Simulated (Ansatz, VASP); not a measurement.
**AlO2: VASP beside Ansatz**

```xyz
12
Lattice="9.3598 0.0000 0.0000 0.0000 2.9158 0.0000 0.0000 0.0000 4.8087" Properties=species:S:1:pos:R:3 pbc="T T T"
Al    1.5250    0.7289    4.6024
Al    7.8348    2.1868    0.2063
Al    3.1549    2.1868    2.1981
Al    6.2049    0.7289    2.6106
O     7.2208    0.7289    1.1133
O     2.1390    2.1868    3.6954
O     6.8189    2.1868    3.5177
O     2.5409    0.7289    1.2910
O     9.0686    0.7289    4.0637
O     0.2912    2.1868    0.7450
O     4.9711    2.1868    1.6594
O     4.3887    0.7289    3.1493
```

Alike in both runs: functional PBE; k mesh 2 × 6 × 4; occupations gaussian, width 0.1 eV; collinear spin.

Ansatz relaxed the structure, and its values are those at the end. VASP's run is a single point on that final structure, the one shown.

|  | VASP | Ansatz |
| --- | --- | --- |
| version | VASP 6.6.1 | Ansatz 0.2.0 |
| potentials or method | VASP PAW PBE potentials, release 64 (Al, O), cutoff 520 eV | scalar-relativistic, plane waves, PAW |
| valence electrons in the cell | 60 | 60 |

|  | VASP | Ansatz | Ansatz less VASP |
| --- | --- | --- | --- |
| gap on the k mesh at the Fermi level (eV) | 0.18 | 0.18 | +0.002 |
| least direct gap on the mesh (eV) | 0.42 | 0.43 | +0.005 |
| pressure (GPa) | 0.1 | 0.2 | +0.15 |
| rms of the force components (eV/Å) | 0.013 | 0.015 | +0.0016 |
| net moment per atom (μB) | 0.33 | 0.33 | 0.000 |
| size of the moment on the site where the two differ most (μB) | 0.81 | 0.83 | +0.024 |

Site moments also hang on the region over which each program counts them.
